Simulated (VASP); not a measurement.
# CsCd (Pm-3m) in VASP: relaxation of cell and atoms with PBE

Aim: the relaxation of cell and atoms of CsCd with PBE.

Program: VASP 6.6.1. These are calculated values, not measurements. Logs are shortened: lines on timing, memory, paths and dates and some standing lists are left out, and cuts for length are marked.

## Step 1: The cell of the first run

It takes space group Pm-3m (No. 221, cubic). Conventional cell: a = 4.144 Å, b = 4.144 Å, c = 4.144 Å, α = 90.00°, β = 90.00°, γ = 90.00°. Cs (site symmetry m-3m) has 8 Cd at 3.59 Å and 6 Cs at 4.14 Å within 4.7 Å. Cd (site symmetry m-3m) has 8 Cs at 3.59 Å and 6 Cd at 4.14 Å within 4.7 Å.

## Step 2: Relaxation of cell and atoms, PBE

Contents of INCAR:

```
SYSTEM = CsCd
  ALGO = Normal
  EDIFF = 1E-7
  EDIFFG = -0.04
  ENCUT = 630
  GGA = PE
  GGA_COMPAT = .False.
  IBRION = 2
  ISIF = 3
  ISMEAR = 0
  LASPH = .True.
  LCHARG = .False.
  LREAL = .False.
  LWAVE = .False.
  NELM = 120
  NELMIN = 4
  NSW = 90
  PREC = Accurate
  SIGMA = 0.1
```

Contents of KPOINTS:

```
k-points
0
Gamma
  4 4 4
  0 0 0
```

Contents of POSCAR:

```
CsCd
1.0
    4.1442467714      0.0000000000      0.0000000000
    0.0000000000      4.1442467714      0.0000000000
    0.0000000000      0.0000000000      4.1442467714
Cs Cd
1 1
Direct
    0.0000000000      0.0000000000      0.0000000000
    0.5000000000      0.5000000000      0.5000000000
```

Potentials or basis: VASP PAW PBE potentials, release 64 (Cs_sv, Cd_sv_GW).

Started as:

```bash
> cat potpaw_PBE.64/Cs_sv/POTCAR potpaw_PBE.64/Cd_sv_GW/POTCAR > POTCAR
> mpirun -np 1 vasp_std > vasp.out
```

OUTCAR:

```text
SYSTEM = CsCd
   EDIFF = 1E-7
   EDIFFG = -0.04
   ENCUT = 630
   GGA = PE
   IBRION = 2
   ISIF = 3
   ISMEAR = 0
   LASPH = .True.
   LREAL = .False.
   NELM = 120
   NELMIN = 4
   NSW = 90
   PREC = Accurate

 ion  position               nearest neighbor table
   1  0.000  0.000  0.000-
   2  0.500  0.500  0.500-

  LATTYP: Found a simple cubic cell.
 ALAT       =     4.1442467714

  Lattice vectors:

 A1 = (   4.1442467714,   0.0000000000,   0.0000000000)
 A2 = (   0.0000000000,   4.1442467714,   0.0000000000)
 A3 = (   0.0000000000,   0.0000000000,   4.1442467714)

Analysis of symmetry for initial positions (statically):
=====================================================================
 Subroutine PRICEL returns:
 Original cell was already a primitive cell.

 Routine SETGRP: Setting up the symmetry group for a
 simple cubic supercell.

 Subroutine GETGRP returns: Found 48 space group operations
 (whereof 48 operations were pure point group operations)
 out of a pool of 48 trial point group operations.

The static configuration has the point symmetry O_h .

Analysis of symmetry for dynamics (positions and initial velocities):
=====================================================================
 Subroutine PRICEL returns:
 Original cell was already a primitive cell.

 Routine SETGRP: Setting up the symmetry group for a
 simple cubic supercell.

 Subroutine GETGRP returns: Found 48 space group operations
 (whereof 48 operations were pure point group operations)
 out of a pool of 48 trial point group operations.

The dynamic configuration has the point symmetry O_h .

 Subroutine INISYM returns: Found 48 space group operations
 (whereof 48 operations are pure point group operations),
 and found     1 'primitive' translations

----------------------------------------------------------------------------------------

                                     Primitive cell

  volume of cell :      71.1765

  direct lattice vectors                    reciprocal lattice vectors
     4.144246771  0.000000000  0.000000000     0.241298372  0.000000000  0.000000000
     0.000000000  4.144246771  0.000000000     0.000000000  0.241298372  0.000000000
     0.000000000  0.000000000  4.144246771     0.000000000  0.000000000  0.241298372

  length of vectors
     4.144246771  4.144246771  4.144246771     0.241298372  0.241298372  0.241298372

  position of ions in fractional coordinates (direct lattice)
     0.000000000  0.000000000  0.000000000
     0.500000000  0.500000000  0.500000000

  ion indices of the primitive-cell ions
   primitive index   ion index
                 1           1
                 2           2

----------------------------------------------------------------------------------------

 KPOINTS: k-points

Automatic generation of k-mesh.
 Grid dimensions read from file:
 generate k-points for:    4    4    4

 Generating k-lattice:

  Cartesian coordinates                     Fractional coordinates (reciprocal lattice)
     0.060324593  0.000000000  0.000000000     0.250000000  0.000000000  0.000000000
     0.000000000  0.060324593  0.000000000     0.000000000  0.250000000  0.000000000
     0.000000000  0.000000000  0.060324593     0.000000000  0.000000000  0.250000000

  Length of vectors
     0.060324593  0.060324593  0.060324593

  Shift w.r.t. Gamma in fractional coordinates (k-lattice)
     0.000000000  0.000000000  0.000000000

 Subroutine IBZKPT returns following result:
 ===========================================

 Found     10 irreducible k-points:

 Following reciprocal coordinates:
            Coordinates               Weight
  0.000000  0.000000  0.000000      1.000000
  0.250000  0.000000  0.000000      6.000000
  0.500000  0.000000  0.000000      3.000000
  0.250000  0.250000  0.000000     12.000000
  0.500000  0.250000  0.000000     12.000000
  0.500000  0.500000  0.000000      3.000000
  0.250000  0.250000  0.250000      8.000000
  0.500000  0.250000  0.250000     12.000000
  0.500000  0.500000  0.250000      6.000000
  0.500000  0.500000  0.500000      1.000000
   k-points           NKPTS =     10   k-points in BZ     NKDIM =     10   number of bands    NBANDS=     18
   number of dos      NEDOS =    301   number of ions     NIONS =      2
   total plane-waves  NPLWV =  46656
   dimension x,y,z NGX =    36 NGY =   36 NGZ =   36
   dimension x,y,z NGXF=    72 NGYF=   72 NGZF=   72
   ions per type =               1   1
   NGX,Y,Z   is equivalent  to a cutoff of  14.44, 14.44, 14.44 a.u.
   NGXF,Y,Z  is equivalent  to a cutoff of  28.88, 28.88, 28.88 a.u.
 SYSTEM =  CsCd
   PREC   = accura    normal or accurate (medium, high low for compatibility)
   ISTART =      0    job   : 0-new  1-cont  2-samecut
   ICHARG =      2    charge: 1-file 2-atom 10-const
   ISPIN  =      1    spin polarized calculation?
   LNONCOLLINEAR =      F non collinear calculations
   LSORBIT =      F    spin-orbit coupling
   LASPH  =      T    aspherical Exc in radial PAW
   ENCUT  =  630.0 eV  46.30 Ry    6.80 a.u.   8.48  8.48  8.48*2*pi/ulx,y,z
   NELM   =    120;   NELMIN=  4; NELMDL= -5     # of ELM steps
   EDIFF  = 0.1E-06   stopping-criterion for ELM
   LREAL  =      F    real-space projection
   EDIFFG = -.4E-01   stopping-criterion for IOM
   NSW    =     90    number of steps for IOM
   IBRION =      2    ionic relax: 0-MD 1-quasi-New 2-CG
   NFREE  =      1    steps in history (QN), initial steepest desc. (CG)
   ISIF   =      3    stress and relaxation
   ISYM   =      2    0-nonsym 1-usesym 2-fastsym
   POTIM  = 0.5000    time-step for ionic-motion
   TEBEG  =    0.0;   TEEND  =   0.0 temperature during run
   PSTRESS=    0.0 pullay stress
   NELECT =      29.0000    total number of electrons
   NUPDOWN=      -1.0000    fix difference up-down
   EMIN   =  10.00;   EMAX   =-10.00  energy-range for DOS
   EFERMI =   0.00;   METHOD = LEGACY
   ISMEAR =     0;   SIGMA  =   0.10  broadening in eV -4-tet -1-fermi 0-gaus
   EFERMI_NEDOS =   21; number of points for ismear=-14 and -15
   IALGO  =     38    algorithm
   IMIX   =      4    mixing-type and parameters
     AMIX     =   0.40;   BMIX     =  1.00
     AMIX_MAG =   1.60;   BMIX_MAG =  1.00
  volume/ion in A,a.u.               =      35.59       240.16
  Fermi-wavevector in a.u.,A,eV,Ry     =   1.213655  2.293475 20.040814  1.472958
  Thomas-Fermi vector in A             =   2.349100
   LORBIT       =      0    0 simple, 1 ext, 2 COOP (PROOUT), +10 PAW based schemes
   GGA     = PE    functional components
   LHFCALC =     F    Hartree Fock is set to
   AEXX    =    0.0000 exact exchange contribution
   IVDW    =     0    specifies the selected vdW correction
   LEPSILON=     F    determine dielectric tensor
   LRPA    =     F    only Hartree local field effects (RPA)
 conjugate gradient relaxation of ions
 non-spin polarized calculation
 Gauss-broadening in eV      SIGMA  =   0.10
  energy-cutoff  :      630.00
  volume of cell :       71.18
 maximum number of plane-waves:      2562
 NGX is ok and might be reduce to    36
   NGX = 17   NGY = 17   NGZ = 17

--------------------------------------- Ionic step        1  -------------------------------------------

 number of electron      29.0000017 magnetization

 Free energy of the ion-electron system (eV)
  ---------------------------------------------------
  ext. energy  EPLUGINS =         0.00000000
  ---------------------------------------------------
  free energy    TOTEN  =        -1.15655383 eV

  energy without entropy =       -1.13614759  energy(sigma->0) =       -1.14635071

------------------------ aborting loop because EDIFF is reached ----------------------------------------

  FORCE on cell =-STRESS in cart. coord.  units (eV):
  Direction    XX          YY          ZZ          XY          YZ          ZX
  --------------------------------------------------------------------------------------
  -------------------------------------------------------------------------------------
  Total        2.6785040      2.6785040      2.6785040      0.0000000      0.0000000     -0.0000000
  in kB       60.2928842     60.2928842     60.2928842      0.0000000      0.0000000     -0.0000000
  external PRESSURE =      60.2928842 kB  Pullay stress =       0.0000000 kB

 VOLUME and BASIS-vectors are now :
 -----------------------------------------------------------------------------
  energy-cutoff  :      630.00
  volume of cell :       71.18
      direct lattice vectors                 reciprocal lattice vectors
     4.144246771  0.000000000  0.000000000     0.241298372  0.000000000  0.000000000
     0.000000000  4.144246771  0.000000000     0.000000000  0.241298372  0.000000000
     0.000000000  0.000000000  4.144246771     0.000000000  0.000000000  0.241298372
[... 73 lines left out ...]
 POSITION                                       TOTAL-FORCE (eV/Angst)
 -----------------------------------------------------------------------------------
      0.00000      0.00000      0.00000         0.000000     -0.000000      0.000000
      2.27502      2.27502      2.27502        -0.000000      0.000000      0.000000
 -----------------------------------------------------------------------------------
    total drift:                                0.000000      0.000000      0.000000

  FREE ENERGIE OF THE ION-ELECTRON SYSTEM (eV)
  ---------------------------------------------------
  free  energy   TOTEN  =        -1.5377563535 eV

  energy  without entropy=       -1.5292377840  energy(sigma->0) =       -1.53349707

--------------------------------------- Ionic step        4  -------------------------------------------

 number of electron      28.9999975 magnetization

 Free energy of the ion-electron system (eV)
  ---------------------------------------------------
  ext. energy  EPLUGINS =         0.00000000
  ---------------------------------------------------
  free energy    TOTEN  =        -1.54075554 eV

  energy without entropy =       -1.53282281  energy(sigma->0) =       -1.53678918

 E-fermi :   2.4250     XC(G=0):  -7.7862

 val. band max:        2.2698906230   @ k =   0.5000   0.2500   0.2500
 cond. band min:       2.4895019471   @ k =   0.5000   0.5000   0.2500
 fundamental gap:      0.2196113241
 Fermi energy:         2.4249897186

 k-point     1 :       0.0000    0.0000    0.0000
  band No.  band energies     occupation
      1    -100.7029      2.00000
      2     -61.7522      2.00000
      3     -61.7522      2.00000
      4     -61.7522      2.00000
      5     -20.6603      2.00000
      6      -7.3653      2.00000
[... 10 lines left out ...]
     17       5.5693      0.00000
     18       5.5693      0.00000
[... 209 lines left out ...]
 POSITION                                       TOTAL-FORCE (eV/Angst)
 -----------------------------------------------------------------------------------
      0.00000      0.00000      0.00000         0.000000     -0.000000      0.000000
      2.29467      2.29467      2.29467        -0.000000      0.000000      0.000000
 -----------------------------------------------------------------------------------
    total drift:                                0.000000      0.000000      0.000000

  FREE ENERGIE OF THE ION-ELECTRON SYSTEM (eV)
  ---------------------------------------------------
  free  energy   TOTEN  =        -1.5407555412 eV

  energy  without entropy=       -1.5328228097  energy(sigma->0) =       -1.53678918

 reached required accuracy - stopping structural energy minimisation
```

Wall time 1.9 min (1 thread of Intel Xeon Platinum 8488C (Sapphire Rapids), shared host); peak memory 0.22 GiB.

Results:

```yaml
Free_energy: -1.5408 eV
Relaxed_volume: 48.33 Å³/atom
Relaxed_cell: a = 4.589 Å, b = 4.589 Å, c = 4.589 Å, α = 90.00°, β = 90.00°, γ = 90.00°
Space_group_after_relaxing_to_0.1_Å: Pm-3m (No. 221)
Energy_gained_by_relaxing: 192.1 meV/atom
Ionic_steps: 4
Pressure_after_relaxing: 0.0 GPa
Band_gap_on_the_k_mesh: zero (an odd number of electrons rules out a gap without spin polarisation)
```

Step by step:
| step | energy change (eV) | largest force (eV/Å) | pressure (GPa) | volume (Å³) |
| --- | --- | --- | --- | --- |
| 1 | 0.0000 | 0.0000 | 6.03 | 71.18 |
| 2 | -0.3311 | 0.0000 | 1.70 | 85.88 |
| 3 | -0.3812 | 0.0000 | 0.34 | 94.20 |
| 4 | -0.3842 | 0.0000 | 0.05 | 96.66 |

Final structure:
```
Cs Cd
1.0
     4.58934    0.00000    0.00000
     0.00000    4.58934    0.00000
     0.00000    0.00000    4.58934
Cs Cd
1 1
Direct
  0.00000 0.00000 0.00000
  0.50000 0.50000 0.50000
```

Caveat: the k points lie up to 0.34 Å⁻¹ apart in the final cell, too coarse for converged energies and pressures of a metal; the volume moved by over 15 % at a fixed basis, so the end points are rough; spin-orbit coupling is left out, which moves the levels of the heavy elements.

The gap in the log of VASP goes by the Fermi energy; the results here count the filled bands.